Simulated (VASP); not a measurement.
# Si (a cell with a defect) in VASP: notebook, part 2 of 2

VASP 6.6.1. Earlier steps stand in the parts before.

## (3) Relaxation of the atoms, PBE

File INCAR:

```
SYSTEM = Si
  ALGO = Normal
  EDIFF = 1E-6
  EDIFFG = -0.03
  ENCUT = 520
  GGA = PE
  IBRION = 2
  ISIF = 2
  ISMEAR = 0
  LASPH = .TRUE.
  LCHARG = .FALSE.
  LREAL = Auto
  LWAVE = .FALSE.
  NELM = 80
  NSW = 80
  PREC = Accurate
  SIGMA = 0.05
```

File KPOINTS:

```
k-points
0
G
  2 2 2
  0 0 0
```

File POSCAR:

```
Si
1.0
    0.0000000000      5.4300000000      5.4300000000
    5.4300000000      0.0000000000      5.4300000000
    5.4300000000      5.4300000000      0.0000000000
Si
17
Direct
    0.0000000000      0.0000000000      0.0000000000
    0.1250000000      0.1250000000      0.1250000000
    0.0000000000      0.0000000000      0.5000000000
    0.1250000000      0.1250000000      0.6250000000
    0.0000000000      0.5000000000      0.0000000000
    0.1250000000      0.6250000000      0.1250000000
    0.0000000000      0.5000000000      0.5000000000
    0.1250000000      0.6250000000      0.6250000000
    0.5000000000      0.0000000000      0.0000000000
    0.6250000000      0.1250000000      0.1250000000
    0.5000000000      0.0000000000      0.5000000000
    0.6250000000      0.1250000000      0.6250000000
    0.5000000000      0.5000000000      0.0000000000
    0.6250000000      0.6250000000      0.1250000000
    0.5000000000      0.5000000000      0.5000000000
    0.6250000000      0.6250000000      0.6250000000
    0.3124787100      0.3148188800      0.8098640000
```

Potentials or basis: VASP PAW PBE potentials, release 64 (Si).

Command:

```
$ cat potpaw_PBE.64/Si/POTCAR > POTCAR
$ mpirun -np 1 vasp_std > vasp.out
```

OUTCAR:

```text
SYSTEM = Si
   EDIFF = 1E-6
   EDIFFG = -0.03
   ENCUT = 520
   GGA = PE
   IBRION = 2
   ISIF = 2
   ISMEAR = 0
   LASPH = .TRUE.
   LREAL = Auto
   NELM = 80
   NSW = 80
   PREC = Accurate

 ion  position               nearest neighbor table
   1  0.000  0.000  0.000-   2 2.35   4 2.35   6 2.35  10 2.35
   2  0.125  0.125  0.125-  17 2.27   3 2.35   5 2.35   9 2.35   1 2.35
   3  0.000  0.000  0.500-   2 2.35   4 2.35   8 2.35  12 2.35
   4  0.125  0.125  0.625-   1 2.35   3 2.35   7 2.35  11 2.35
   5  0.000  0.500  0.000-  17 2.25   6 2.35   8 2.35  14 2.35   2 2.35
   6  0.125  0.625  0.125-   1 2.35   5 2.35   7 2.35  13 2.35
   7  0.000  0.500  0.500-   4 2.35   6 2.35   8 2.35  16 2.35
   8  0.125  0.625  0.625-  17 2.23   5 2.35   7 2.35  15 2.35   3 2.35
   9  0.500  0.000  0.000-  17 2.27  10 2.35  12 2.35  14 2.35   2 2.35
  10  0.625  0.125  0.125-   1 2.35   9 2.35  11 2.35  13 2.35
  11  0.500  0.000  0.500-   4 2.35  10 2.35  12 2.35  16 2.35
  12  0.625  0.125  0.625-  17 2.25   9 2.35  11 2.35  15 2.35   3 2.35
  13  0.500  0.500  0.000-   6 2.35  10 2.35  14 2.35  16 2.35
  14  0.625  0.625  0.125-   5 2.35   9 2.35  13 2.35  15 2.35
  15  0.500  0.500  0.500-  17 2.24  12 2.35  14 2.35  16 2.35   8 2.35
  16  0.625  0.625  0.625-   7 2.35  11 2.35  13 2.35  15 2.35
  17  0.312  0.315  0.810-   8 2.23  15 2.24  12 2.25   5 2.25   2 2.27   9 2.27

  LATTYP: Found a face centered cubic cell.
 ALAT       =    10.8600000000

  Lattice vectors:

 A1 = (   0.0000000000,   5.4300000000,   5.4300000000)
 A2 = (   5.4300000000,   0.0000000000,   5.4300000000)
 A3 = (   5.4300000000,   5.4300000000,   0.0000000000)

Analysis of symmetry for initial positions (statically):
=====================================================================
 Subroutine PRICEL returns:
 Original cell was already a primitive cell.

 Routine SETGRP: Setting up the symmetry group for a
 face centered cubic supercell.

 Subroutine GETGRP returns: Found  1 space group operations
 (whereof  1 operations were pure point group operations)
 out of a pool of 48 trial point group operations.

The static configuration has the point symmetry C_1 .

Analysis of symmetry for dynamics (positions and initial velocities):
[... 149 lines left out ...]
   GGA     = PE    functional components
   LHFCALC =     F    Hartree Fock is set to
   AEXX    =    0.0000 exact exchange contribution
   IVDW    =     0    specifies the selected vdW correction
   LEPSILON=     F    determine dielectric tensor
   LRPA    =     F    only Hartree local field effects (RPA)
 conjugate gradient relaxation of ions
 non-spin polarized calculation
 Gauss-broadening in eV      SIGMA  =   0.05
  energy-cutoff  :      520.00
  volume of cell :      320.21
 maximum number of plane-waves:      8646
 NGX is ok and might be reduce to    60
   NGX = 29   NGY = 29   NGZ = 29

--------------------------------------- Ionic step        1  -------------------------------------------

 number of electron      68.0000003 magnetization

 Free energy of the ion-electron system (eV)
  ---------------------------------------------------
  ext. energy  EPLUGINS =         0.00000000
  ---------------------------------------------------
  free energy    TOTEN  =       -86.73125116 eV

  energy without entropy =      -86.72066026  energy(sigma->0) =      -86.72595571

------------------------ aborting loop because EDIFF is reached ----------------------------------------

  FORCE on cell =-STRESS in cart. coord.  units (eV):
  Direction    XX          YY          ZZ          XY          YZ          ZX
  --------------------------------------------------------------------------------------
  -------------------------------------------------------------------------------------
  Total       15.1513095     15.1592393     15.1621818     -4.2485492     -4.2478405     -4.2496921
  in kB       75.8108331     75.8505100     75.8652334    -21.2579680    -21.2544221    -21.2636866
  external PRESSURE =      75.8421922 kB  Pullay stress =       0.0000000 kB
[... 134 lines left out ...]
  FREE ENERGIE OF THE ION-ELECTRON SYSTEM (eV)
  ---------------------------------------------------
  free  energy   TOTEN  =       -87.4256891529 eV

  energy  without entropy=      -87.4186289399  energy(sigma->0) =      -87.42215905

[... ionic steps 4 to 15 ...]

--------------------------------------- Ionic step       16  -------------------------------------------

 number of electron      68.0000001 magnetization

------------------------ aborting loop because EDIFF is reached ----------------------------------------
[... 97 lines left out ...]
--------------------------------------- Ionic step       18  -------------------------------------------

 number of electron      68.0000001 magnetization

 Free energy of the ion-electron system (eV)
  ---------------------------------------------------
  ext. energy  EPLUGINS =         0.00000000
  ---------------------------------------------------
  free energy    TOTEN  =       -87.68378878 eV

  energy without entropy =      -87.67428482  energy(sigma->0) =      -87.67903680

 E-fermi :   6.7265     XC(G=0):  -9.6902

 val. band max:        6.4837536590   @ k =   0.0000   0.5000   0.5000
 cond. band min:       6.7336355858   @ k =   0.5000   0.5000   0.5000
 fundamental gap:      0.2498819268
 Fermi energy:         6.7265330299

 k-point     1 :       0.0000    0.0000    0.0000
  band No.  band energies     occupation
      1      -6.2207      2.00000
      2      -3.8999      2.00000
      3      -3.6335      2.00000
      4      -3.6331      2.00000
      5      -3.3947      2.00000
      6      -2.5364      2.00000
[... 401 lines left out ...]
  FREE ENERGIE OF THE ION-ELECTRON SYSTEM (eV)
  ---------------------------------------------------
  free  energy   TOTEN  =       -87.6837887773 eV

  energy  without entropy=      -87.6742848238  energy(sigma->0) =      -87.67903680

 reached required accuracy - stopping structural energy minimisation
```

CONTCAR:

```text
Si
   1.00000000000000
     0.0000000000000000    5.4299999999999997    5.4299999999999997
     5.4299999999999997    0.0000000000000000    5.4299999999999997
     5.4299999999999997    5.4299999999999997    0.0000000000000000
  Si
    17
Direct
     0.9983910241806495    0.9984851893515863    0.0118176222213210
     0.1154243416154661    0.1155484386163945    0.1495294751809867
     0.0169961891736149    0.0172538704651892    0.5167992577662784
     0.1427808958203735    0.1428909598194195    0.6426103320780008
     0.9754665618734895    0.5096486359755429    0.0092168536505108
     0.1130958169699264    0.6266404631133480    0.1263997364754071
[... 9 lines left out ...]
     0.6265235000094367    0.6266300303920908    0.6129718390118741
     0.3124073223542688    0.3124667500996323    0.8123589438126094

  0.00000000E+00  0.00000000E+00  0.00000000E+00
  0.00000000E+00  0.00000000E+00  0.00000000E+00
  0.00000000E+00  0.00000000E+00  0.00000000E+00
  0.00000000E+00  0.00000000E+00  0.00000000E+00
  0.00000000E+00  0.00000000E+00  0.00000000E+00
  0.00000000E+00  0.00000000E+00  0.00000000E+00
[... 9 lines left out ...]
  0.00000000E+00  0.00000000E+00  0.00000000E+00
  0.00000000E+00  0.00000000E+00  0.00000000E+00
```

Wall time 55 min (1 thread of Oxide Virtual Turin-like, shared host); peak memory 0.49 GiB.

Results:

```yaml
Free_energy: -87.6838 eV
Energy_gained_by_relaxing: 56.0 meV/atom
Ionic_steps: 18
Pressure_after_relaxing: 4.8 GPa
Largest_force_after_relaxing: 0.024 eV/Å
Band_gap_on_the_k_mesh: 0.01 eV
```

Forces on the atoms (eV/Å):
```
Si   0.002  0.002 -0.010
Si  -0.001 -0.001  0.001
Si   0.013  0.017  0.011
Si   0.001  0.002  0.000
Si   0.001  0.001  0.000
Si   0.012 -0.003 -0.005
Si   0.006 -0.014  0.005
Si  -0.001 -0.003 -0.002
Si   0.000  0.000  0.000
Si  -0.002  0.010 -0.004
Si  -0.012  0.004  0.003
Si  -0.001  0.000 -0.002
Si   0.002  0.002  0.000
Si  -0.014 -0.011 -0.017
Si   0.001  0.003  0.003
Si  -0.006 -0.006  0.013
Si   0.000 -0.003  0.003
```

Step by step:
```
step  energy change (eV)  largest force (eV/Å)  pressure (GPa)
   1              0.0000                2.3082            7.58
   2             -0.6940                0.6790            6.27
   3             -0.6944                0.6833            6.26
   4             -0.7623                0.3964            6.13
   5             -0.7739                0.3816            6.06
   6             -0.8001                0.1867            5.99
   7             -0.8074                0.3419            5.95
   8             -0.8269                0.3081            5.90
   9             -0.8734                0.2399            5.72
  10             -0.9128                0.3258            5.33
  11             -0.9396                0.1959            5.14
  12             -0.9511                0.0777            4.89
  13             -0.9512                0.0682            4.90
  14             -0.9519                0.0538            4.87
  15             -0.9520                0.0601            4.86
  16             -0.9523                0.0337            4.86
  17             -0.9524                0.0326            4.85
  18             -0.9525                0.0240            4.85
```

Final structure:
```
CELL_PARAMETERS angstrom
0.00000 5.43000 5.43000
5.43000 0.00000 5.43000
5.43000 5.43000 0.00000
ATOMIC_POSITIONS crystal
Si 0.99839 0.99849 0.01182
Si 0.11542 0.11555 0.14953
Si 0.01700 0.01725 0.51680
Si 0.14278 0.14289 0.64261
Si 0.97547 0.50965 0.00922
Si 0.11310 0.62664 0.12640
Si 0.99842 0.51205 0.49828
Si 0.11552 0.64986 0.61524
Si 0.50949 0.97558 0.00938
Si 0.62656 0.11323 0.12643
Si 0.51196 0.99851 0.49828
Si 0.64965 0.11566 0.61530
Si 0.48232 0.48246 0.98218
Si 0.60808 0.60827 0.10783
Si 0.50939 0.50964 0.47525
Si 0.62652 0.62663 0.61297
Si 0.31241 0.31247 0.81236
```

Levels at points of the mesh, in eV from the valence-band top:
| k point | band 32 | band 33 | band 34 | band 35 | band 36 | band 37 |
| --- | --- | --- | --- | --- | --- | --- |
| (0.00, 0.00, 0.00) | -0.66 | -0.66 | -0.48 | 0.01 | 0.01 | 0.30 |
| (0.50, 0.00, 0.00) | -1.33 | -0.83 | -0.30 | 0.31 | 0.66 | 0.98 |
| (0.00, 0.50, 0.00) | -1.33 | -0.83 | -0.30 | 0.31 | 0.66 | 0.98 |
| (0.00, 0.00, 0.50) | -1.33 | -0.83 | -0.30 | 0.31 | 0.66 | 0.98 |
| (0.50, 0.50, 0.50) | -1.25 | -1.24 | 0.00 | 0.48 | 0.48 | 1.24 |
| (0.50, 0.50, 0.00) | -1.70 | -0.38 | -0.25 | 0.55 | 1.45 | 1.53 |
| (0.00, 0.50, 0.50) | -1.70 | -0.38 | -0.25 | 0.55 | 1.45 | 1.53 |
| (0.50, 0.00, 0.50) | -1.70 | -0.38 | -0.25 | 0.55 | 1.45 | 1.53 |

Caveat: the k points lie up to 0.50 Å⁻¹ apart; the smearing spreads over this small gap; semilocal functionals underestimate gaps, and a narrow one can read as zero.

The gap in the log of VASP goes by the Fermi energy; the results here count the filled bands.